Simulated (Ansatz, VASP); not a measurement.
## AlGaN2: VASP beside Ansatz

```
Al Ga N
1.0
     3.02216    0.00000    0.00000
     0.00000    3.02216    0.00000
     0.00000    0.00000    4.65806
Al Ga N
1 1 2
Direct
  0.50000 0.50000 0.50000
  0.00000 0.00000 0.00000
  0.50000 0.00000 0.74123
  0.00000 0.50000 0.25877
```

Alike in both runs: functional LDA; k mesh 8 × 8 × 6; occupations gaussian, width 0.05 eV; no spin polarisation.

Ansatz relaxed the structure, and its values are those at the end. VASP's run is a single point on that final structure, the one shown.

|  | VASP | Ansatz |
| --- | --- | --- |
| version | VASP 6.6.1 | Ansatz 0.2.0 |
| potentials or method | VASP PAW LDA potentials, release 64 (Al, Ga_d, N), cutoff 520 eV | scalar-relativistic, plane waves, PAW |
| valence electrons in the cell | 26 | 26 |

|  | VASP | Ansatz | Ansatz less VASP |
| --- | --- | --- | --- |
| gap on the k mesh at the Fermi level (eV) | 2.88 | 2.87 | -0.008 |
| least direct gap on the mesh (eV) | 2.88 | 2.87 | -0.008 |
| pressure (GPa) | 0.4 | -0.5 | -0.89 |
| rms of the force components (eV/Å) | 0.015 | 0.000 | -0.0145 |

Ansatz warns that its potentials were made for another functional, while VASP's fit it. LDA's correlation is that of Perdew and Zunger in VASP and of Perdew and Wang (1992) in Ansatz. Ansatz's warnings: stress scf threshold loose.
